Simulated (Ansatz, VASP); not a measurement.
# Two plane-wave programs on Li

INCAR

```
SYSTEM = Li
ALGO = Normal ; EDIFF = 1E-6
EDIFFG = -0.01 ; ENCUT = 600
GGA = PE ; IBRION = 2
ISIF = 3 ; ISMEAR = -1
LASPH = .True. ; LCHARG = .False.
LREAL = .False. ; LWAVE = .False.
NELM = 80 ; NSW = 80
PREC = Accurate ; SIGMA = 0.1
```

File KPOINTS:

```
k-points
0
Gamma
  7 7 10
  0 0 0
```

File POSCAR:

```
Li
1.0
    4.9612054717      0.0000000000      0.0000000000
   -2.4806027358      4.2965299719      0.0000000000
    0.0000000000      0.0000000000      3.0412189541
Li
3
Direct
    0.0000000000      0.0000000000      0.0000000000
    0.3333333333      0.6666666667      0.5000000000
    0.6666666667      0.3333333333      0.5000000000
```

Input for Ansatz:

```yaml
crystal:
  lattice:
    - [4.9612054717, 0.0, 0.0]
    - [-2.4806027358, 4.2965299719, 0.0]
    - [0.0, 0.0, 3.0412189541]
  atoms:
    - { symbol: Li, position: [0.0, 0.0, 0.0] }
    - { symbol: Li, position: [0.3333333333, 0.6666666667, 0.5] }
    - { symbol: Li, position: [0.6666666667, 0.3333333333, 0.5] }
hamiltonian:
  xc: pbe
  pseudopotentials:
    kind: paw
    azcp:
      Li: "pseudopotentials/Li.paw.azcp"
basis:
  ecutwfc: 420
  fft_grid_basis: typed
kpoints:
  mp_grid: { grid: [7, 7, 10], shift: [0, 0, 0] }
magnetization:
  spin_polarized: false
scf:
  occupations: { method: fermi_dirac, width: 0.1 }
relax:
  max_steps: 60
  f_tol: 0.01
  cell: {}
```

Alike in both runs: task relaxation of cell and atoms; functional PBE; k mesh 7 × 7 × 10; occupations fermi-dirac, width 0.1 eV; no spin polarisation.

|  | VASP | Ansatz |
| --- | --- | --- |
| version | VASP 6.6.1 | Ansatz 0.2.0 |
| potentials or method | VASP PAW PBE potentials, release 64 (Li_sv), cutoff 600 eV | plane waves (420 eV) with PAW, scalar-relativistic |
| valence electrons in the cell | 9 | 9 |

|  | VASP | Ansatz | Ansatz less VASP |
| --- | --- | --- | --- |
| relaxed volume (Å³/atom) | 19.98 | 20.25 | +0.264 |
| relaxed length of the cell vector where the two differ most in proportion (Å) | 4.907 | 4.930 | +0.0237 |

Noted on VASP's run: the cutoff is under 1.25 times that of the potentials, so the pressure is a little rough.
